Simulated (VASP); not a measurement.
KBr:

```
CELL_PARAMETERS angstrom
4.04350 0.00000 0.00000
0.00000 4.04350 0.00000
0.00000 0.00000 4.04350
ATOMIC_POSITIONS crystal
Br 0.50000 0.50000 0.50000
K 0.00000 0.00000 0.00000
```

Base run:

* Program: VASP 6.6.1
* Functional: SVWN5
* Potentials or basis: VASP PAW PBE potentials, release 64 (Br, K_sv)
* Cutoff: 500 eV
* k mesh: 7 × 7 × 7
* Occupations: gaussian, width 0.15 eV
* Spin: no spin polarisation

Its results: band gap on the k mesh 3.50 eV (least direct gap 3.74 eV); pressure -2.6 GPa.

**Question.** The run is repeated on the same cell with these changes: functional from SVWN5 to b88 exchange, pbe correlation; occupations from gaussian, width 0.15 eV to methfessel-paxton, width 0.05 eV. What comes out?

**Answer.** Band gap on the k mesh 4.02 eV (least direct gap 4.25 eV); pressure 0.4 GPa.

Caveats: the PAW data sets were made with another functional, which shifts forces and pressure a little; an odd mesh through Γ misses points on the zone boundary, where band edges can lie.
